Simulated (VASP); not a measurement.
A run of VASP 6.6.1:

Contents of INCAR:

```
SYSTEM = MnSi
  PREC = Accurate
  ENCUT = 520
  EDIFF = 1E-6
  ISMEAR = 0
  SIGMA = 0.1
  LREAL = .FALSE.
  LASPH = .TRUE.
  NELM = 150
  ALGO = Normal
  ISIF = 2
  LWAVE = .FALSE.
  LCHARG = .FALSE.
  ISPIN = 2
  MAGMOM = 4 0
  LORBIT = 11
  LMAXMIX = 4
  GGA = PE
  NBANDS = 20
```

File KPOINTS:

```
regular mesh
0
G
  6 6 6
  0 0 0
```

File POSCAR:

```
MnSi
1.0
    0.0000000000      2.4364189200      2.4364189200
    2.4364189200      0.0000000000      2.4364189200
    2.4364189200      2.4364189200      0.0000000000
Mn Si
1 1
Direct
    0.0000000000      0.0000000000      0.0000000000
    0.5000000000      0.5000000000      0.5000000000
```

Potentials or basis: VASP PAW PBE potentials, release 64 (Mn_pv, Si).

Launch:

```bash
$ cat potpaw_PBE.64/Mn_pv/POTCAR potpaw_PBE.64/Si/POTCAR > POTCAR
$ mpirun -np 1 vasp_std > vasp.out
```

Hardware: 1 thread of AMD EPYC 7R43 64-Core Processor (Zen 3) (shared host).

Q: Estimate the wall time of this run.

A: Wall time 23 s on 1 thread of AMD EPYC 7R43 64-Core Processor (Zen 3) (shared host), peak memory 0.14 GiB. Counts: scf iterations 14, k points 16.
